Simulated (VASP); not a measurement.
# GaGe (F-43m) in VASP: single point with PBE

Aim: the single point of GaGe with PBE.

All numbers are computed with VASP 6.6.1; they aren't measurements. Logs are shortened: lines on timing, memory, paths and dates and some standing lists are left out, and cuts for length are marked.

### Step 1. The cell of the first run

The structure is cubic, space group F-43m (No. 216). The conventional cell has a = 5.796 Å, b = 5.796 Å, c = 5.796 Å, α = 90.00°, β = 90.00°, γ = 90.00°. Within 3.3 Å of Ge (site symmetry -43m) lie 4 Ga at 2.51 Å. Ga (site symmetry -43m) has 4 Ge at 2.51 Å within 3.3 Å.

### Step 2. Single point, PBE

Input file INCAR:

```
SYSTEM = GaGe
PREC = Accurate
ENCUT = 520
EDIFF = 1E-7
ISMEAR = 0
SIGMA = 0.05
LREAL = .FALSE.
LASPH = .TRUE.
NELM = 100
ALGO = Normal
ISIF = 2
LWAVE = .FALSE.
LCHARG = .TRUE.
GGA = PE
LELF = .TRUE.
LVHAR = .TRUE.
NBANDS = 20
```

Input file KPOINTS:

```
regular mesh
0
G
  9 9 9
  0 0 0
```

Input file POSCAR:

```
GaGe
1.0
    0.0000000000      2.8978440000      2.8978440000
    2.8978440000      0.0000000000      2.8978440000
    2.8978440000      2.8978440000      0.0000000000
Ge Ga
1 1
Direct
    0.0000000000      0.0000000000      0.0000000000
    0.2500000000      0.2500000000      0.2500000000
```

Potentials or basis: VASP PAW PBE potentials, release 64 (Ge_d, Ga_d).

Command:

```bash
cat potpaw_PBE.64/Ge_d/POTCAR potpaw_PBE.64/Ga_d/POTCAR > POTCAR
mpirun -np 1 vasp_std > vasp.out
```

OUTCAR:

```text
SYSTEM = GaGe
   PREC = Accurate
   ENCUT = 520
   EDIFF = 1E-7
   ISMEAR = 0
   LREAL = .FALSE.
   LASPH = .TRUE.
   NELM = 100
   ISIF = 2
   GGA = PE

 ion  position               nearest neighbor table
   1  0.000  0.000  0.000-   2 2.51   2 2.51   2 2.51   2 2.51
   2  0.250  0.250  0.250-   1 2.51   1 2.51   1 2.51   1 2.51

  LATTYP: Found a face centered cubic cell.
 ALAT       =     5.7956880000

  Lattice vectors:

 A1 = (   0.0000000000,   2.8978440000,   2.8978440000)
 A2 = (   2.8978440000,   0.0000000000,   2.8978440000)
 A3 = (   2.8978440000,   2.8978440000,   0.0000000000)

Analysis of symmetry for initial positions (statically):
=====================================================================
 Subroutine PRICEL returns:
 Original cell was already a primitive cell.

 Routine SETGRP: Setting up the symmetry group for a
 face centered cubic supercell.

 Subroutine GETGRP returns: Found 24 space group operations
 (whereof 24 operations were pure point group operations)
 out of a pool of 48 trial point group operations.

The static configuration has the point symmetry T_d .

Analysis of symmetry for dynamics (positions and initial velocities):
=====================================================================
 Subroutine PRICEL returns:
 Original cell was already a primitive cell.

 Routine SETGRP: Setting up the symmetry group for a
 face centered cubic supercell.

 Subroutine GETGRP returns: Found 24 space group operations
 (whereof 24 operations were pure point group operations)
 out of a pool of 48 trial point group operations.

The dynamic configuration has the point symmetry T_d .

 Subroutine INISYM returns: Found 24 space group operations
 (whereof 24 operations are pure point group operations),
 and found     1 'primitive' translations

----------------------------------------------------------------------------------------

                                     Primitive cell

  volume of cell :      48.6693

  direct lattice vectors                    reciprocal lattice vectors
     0.000000000  2.897844000  2.897844000    -0.172542069  0.172542069  0.172542069
     2.897844000  0.000000000  2.897844000     0.172542069 -0.172542069  0.172542069
     2.897844000  2.897844000  0.000000000     0.172542069  0.172542069 -0.172542069

  length of vectors
     4.098170286  4.098170286  4.098170286     0.298851630  0.298851630  0.298851630

  position of ions in fractional coordinates (direct lattice)
     0.000000000  0.000000000  0.000000000
     0.250000000  0.250000000  0.250000000

  ion indices of the primitive-cell ions
   primitive index   ion index
                 1           1
                 2           2

----------------------------------------------------------------------------------------

 KPOINTS: regular mesh

Automatic generation of k-mesh.
 Grid dimensions read from file:
 generate k-points for:    9    9    9

 Generating k-lattice:

  Cartesian coordinates                     Fractional coordinates (reciprocal lattice)
    -0.019171341  0.019171341  0.019171341     0.111111111  0.000000000  0.000000000
     0.019171341 -0.019171341  0.019171341     0.000000000  0.111111111  0.000000000
     0.019171341  0.019171341 -0.019171341     0.000000000  0.000000000  0.111111111

  Length of vectors
     0.033205737  0.033205737  0.033205737

  Shift w.r.t. Gamma in fractional coordinates (k-lattice)
     0.000000000  0.000000000  0.000000000

 Subroutine IBZKPT returns following result:
 ===========================================

 Found     35 irreducible k-points:

 Following reciprocal coordinates:
            Coordinates               Weight
  0.000000  0.000000  0.000000      1.000000
  0.111111  0.000000  0.000000      8.000000
  0.222222  0.000000  0.000000      8.000000
  0.333333  0.000000  0.000000      8.000000
  0.444444  0.000000  0.000000      8.000000
  0.111111  0.111111  0.000000      6.000000
[... 16 lines left out ...]
 -0.333333  0.333333  0.000000     12.000000
  0.444444  0.444444  0.000000      6.000000
 [... further k-points ...]
   k-points           NKPTS =     35   k-points in BZ     NKDIM =     35   number of bands    NBANDS=     20
   number of dos      NEDOS =    301   number of ions     NIONS =      2
   total plane-waves  NPLWV =  27000
   dimension x,y,z NGX =    30 NGY =   30 NGZ =   30
   dimension x,y,z NGXF=    60 NGYF=   60 NGZF=   60
   ions per type =               1   1
   NGX,Y,Z   is equivalent  to a cutoff of  12.17, 12.17, 12.17 a.u.
   NGXF,Y,Z  is equivalent  to a cutoff of  24.34, 24.34, 24.34 a.u.
 SYSTEM =  GaGe
   PREC   = accura    normal or accurate (medium, high low for compatibility)
   ISTART =      0    job   : 0-new  1-cont  2-samecut
   ICHARG =      2    charge: 1-file 2-atom 10-const
   ISPIN  =      1    spin polarized calculation?
   LNONCOLLINEAR =      F non collinear calculations
   LSORBIT =      F    spin-orbit coupling
   LASPH  =      T    aspherical Exc in radial PAW
   ENCUT  =  520.0 eV  38.22 Ry    6.18 a.u.   7.62  7.62  7.62*2*pi/ulx,y,z
   NELM   =    100;   NELMIN=  2; NELMDL= -5     # of ELM steps
   EDIFF  = 0.1E-06   stopping-criterion for ELM
   LREAL  =      F    real-space projection
   EDIFFG = 0.1E-05   stopping-criterion for IOM
   NSW    =      0    number of steps for IOM
   IBRION =     -1    ionic relax: 0-MD 1-quasi-New 2-CG
   NFREE  =      0    steps in history (QN), initial steepest desc. (CG)
   ISIF   =      2    stress and relaxation
   ISYM   =      2    0-nonsym 1-usesym 2-fastsym
   POTIM  = 0.5000    time-step for ionic-motion
   TEBEG  =    0.0;   TEEND  =   0.0 temperature during run
   PSTRESS=    0.0 pullay stress
   NELECT =      27.0000    total number of electrons
   NUPDOWN=      -1.0000    fix difference up-down
   EMIN   =  10.00;   EMAX   =-10.00  energy-range for DOS
   EFERMI =   0.00;   METHOD = LEGACY
   ISMEAR =     0;   SIGMA  =   0.05  broadening in eV -4-tet -1-fermi 0-gaus
   EFERMI_NEDOS =   21; number of points for ismear=-14 and -15
   IALGO  =     38    algorithm
   IMIX   =      4    mixing-type and parameters
     AMIX     =   0.40;   BMIX     =  1.00
     AMIX_MAG =   1.60;   BMIX_MAG =  1.00
  volume/ion in A,a.u.               =      24.33       164.22
  Fermi-wavevector in a.u.,A,eV,Ry     =   1.345172  2.542006 24.619567  1.809487
  Thomas-Fermi vector in A             =   2.473106
   LORBIT       =      0    0 simple, 1 ext, 2 COOP (PROOUT), +10 PAW based schemes
   GGA     = PE    functional components
   LHFCALC =     F    Hartree Fock is set to
   AEXX    =    0.0000 exact exchange contribution
   IVDW    =     0    specifies the selected vdW correction
   LEPSILON=     F    determine dielectric tensor
   LRPA    =     F    only Hartree local field effects (RPA)
 non-spin polarized calculation
 Gauss-broadening in eV      SIGMA  =   0.05
  energy-cutoff  :      520.00
  volume of cell :       48.67
 maximum number of plane-waves:      1363
   NGX = 15   NGY = 15   NGZ = 15

 number of electron      26.9999991 magnetization

 Free energy of the ion-electron system (eV)
  ---------------------------------------------------
  ext. energy  EPLUGINS =         0.00000000
  ---------------------------------------------------
  free energy    TOTEN  =        -7.08731316 eV

  energy without entropy =       -7.08377570  energy(sigma->0) =       -7.08554443

 E-fermi :   3.0659     XC(G=0):  -9.5553

 val. band max:        3.0518413590   @ k =   0.2222   0.2222   0.0000
 cond. band min:       3.0773630871   @ k =   0.4444   0.2222   0.1111
 fundamental gap:      0.0255217281
 Fermi energy:         3.0659278279

 k-point     1 :       0.0000    0.0000    0.0000
  band No.  band energies     occupation
      1     -20.8830      2.00000
      2     -20.8830      2.00000
      3     -20.8830      2.00000
      4     -20.8636      2.00000
      5     -20.8636      2.00000
      6     -11.2805      2.00000
[... 12 lines left out ...]
     19      10.7602      0.00000
     20      13.8227      0.00000

 k-point     2 :       0.1111    0.0000    0.0000
  band No.  band energies     occupation
      1     -20.8830      2.00000
      2     -20.8827      2.00000
      3     -20.8827      2.00000
      4     -20.8635      2.00000
      5     -20.8635      2.00000
      6     -11.2836      2.00000
[... 12 lines left out ...]
     19      11.5486      0.00000
     20      12.9626      0.00000

 k-point     3 :       0.2222    0.0000    0.0000
  band No.  band energies     occupation
      1     -20.8829      2.00000
      2     -20.8819      2.00000
      3     -20.8819      2.00000
      4     -20.8633      2.00000
      5     -20.8633      2.00000
      6     -11.2916      2.00000
[... 12 lines left out ...]
     19      12.2902      0.00000
     20      12.5553      0.00000

 k-point     4 :       0.3333    0.0000    0.0000
  band No.  band energies     occupation
      1     -20.8829      2.00000
      2     -20.8811      2.00000
      3     -20.8811      2.00000
      4     -20.8630      2.00000
      5     -20.8630      2.00000
      6     -11.3007      2.00000
[... 12 lines left out ...]
     19      12.1256      0.00000
     20      13.2758      0.00000

 k-point     5 :       0.4444    0.0000    0.0000
  band No.  band energies     occupation
      1     -20.8828      2.00000
      2     -20.8806      2.00000
      3     -20.8806      2.00000
      4     -20.8627      2.00000
      5     -20.8627      2.00000
      6     -11.3066      2.00000
[... 12 lines left out ...]
     19      13.8738      0.00000
     20      14.8489      0.00000
[... 353 lines left out ...]
      6     -11.3221      2.00000
[... 12 lines left out ...]
     19      14.7566      0.00000
     20      16.1813      0.00000

 k-point    22 :      -0.4444    0.3333    0.0000
  band No.  band energies     occupation
      1     -20.8845      2.00000
      2     -20.8789      2.00000
      3     -20.8783      2.00000
      4     -20.8645      2.00000
      5     -20.8611      2.00000
      6     -11.3205      2.00000
[... 12 lines left out ...]
     19      13.6282      0.00000
     20      14.8415      0.00000

 k-point    23 :      -0.3333    0.3333    0.0000
  band No.  band energies     occupation
      1     -20.8831      2.00000
      2     -20.8800      2.00000
      3     -20.8789      2.00000
      4     -20.8638      2.00000
      5     -20.8618      2.00000
      6     -11.3153      2.00000
[... 12 lines left out ...]
     19      11.5758      0.00000
     20      13.2337      0.00000

 k-point    24 :       0.4444    0.4444    0.0000
  band No.  band energies     occupation
      1     -20.8862      2.00000
      2     -20.8777      2.00000
      3     -20.8777      2.00000
      4     -20.8654      2.00000
      5     -20.8603      2.00000
      6     -11.3278      2.00000
[... 12 lines left out ...]
     19      14.7718      0.00000
     20      16.8363      0.00000

 [... further k-points ...]
[... 5 lines left out ...]
  --------------------------------------------------------------------------------------
  -------------------------------------------------------------------------------------
  Total        0.1059292      0.1059292      0.1059292      0.0000000      0.0000000     -0.0000000
  in kB        3.4871545      3.4871545      3.4871545      0.0000000      0.0000000     -0.0000000
  external PRESSURE =       3.4871545 kB  Pullay stress =       0.0000000 kB

 VOLUME and BASIS-vectors are now :
 -----------------------------------------------------------------------------
  energy-cutoff  :      520.00
  volume of cell :       48.67
      direct lattice vectors                 reciprocal lattice vectors
     0.000000000  2.897844000  2.897844000    -0.172542069  0.172542069  0.172542069
     2.897844000  0.000000000  2.897844000     0.172542069 -0.172542069  0.172542069
     2.897844000  2.897844000  0.000000000     0.172542069  0.172542069 -0.172542069

 POSITION                                       TOTAL-FORCE (eV/Angst)
 -----------------------------------------------------------------------------------
      0.00000      0.00000      0.00000         0.000000      0.000000      0.000000
      1.44892      1.44892      1.44892        -0.000000     -0.000000     -0.000000
 -----------------------------------------------------------------------------------
    total drift:                               -0.000000     -0.000000     -0.000000

  FREE ENERGIE OF THE ION-ELECTRON SYSTEM (eV)
  ---------------------------------------------------
  free  energy   TOTEN  =        -7.0873131613 eV

  energy  without entropy=       -7.0837757048  energy(sigma->0) =       -7.08554443
```

Wall time 28 s (1 thread of Intel Xeon Platinum 8375C at 2.90GHz (Ice Lake), shared host); peak memory 0.18 GiB.

Results:

- Free energy: -7.0873 eV
- Pressure: 0.3 GPa

Levels at points of the mesh, in eV from the Fermi level:
```
           k point  band 11  band 12  band 13  band 14  band 15  band 16  band 17  band 18
(0.00, 0.00, 0.00)   -10.53     1.69     1.69     1.69     2.06     4.37     4.37     4.37
```
